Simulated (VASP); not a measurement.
Cu: single point with r2SCAN

The system is Cu.

```xyz
1
Lattice="0.0000 1.7319 1.7319 1.7319 0.0000 1.7319 1.7319 1.7319 0.0000" Properties=species:S:1:pos:R:3 pbc="T T T"
Cu    0.0000    0.0000    0.0000
```

```json
{
 "Program": "VASP 6.6.1",
 "Task": "single point",
 "Functional": "r2SCAN",
 "Potentials or basis": "VASP PAW PBE potentials, release 64 (Cu_sv_GW)",
 "Cutoff": "900 eV",
 "k mesh": "20 × 20 × 20",
 "Occupations": "gaussian, width 0.1 eV",
 "Spin": "no spin polarisation",
 "Dipole correction": "no",
 "Further INCAR settings": "ALGO = Normal; EDIFF = 1e-06; NBANDS = 16"
}
```

```
Pressure               : 18.6 GPa
Band gap on the k mesh : zero (an odd number of electrons rules out a gap without spin polarisation)
```

Levels at points of the mesh, in eV from the Fermi level:
```tsv
k point	band 8	band 9	band 10	band 11	band 12	band 13
(0.00, 0.00, 0.00)	-3.52	-2.52	-2.52	24.46	28.49	28.49
(0.50, 0.00, 0.00)	-1.80	-1.80	-1.52	4.70	22.89	25.22
(0.50, 0.50, 0.00)	-1.61	-1.61	1.41	8.40	14.77	14.77
```

It took 3.1 min on 1 thread of AMD EPYC 9R45 96-Core Processor (Zen 5) (shared host), peak memory 0.21 GiB.

Caveat: the cell stands under pressure; the PAW data sets were made with another functional, which shifts forces and pressure a little.
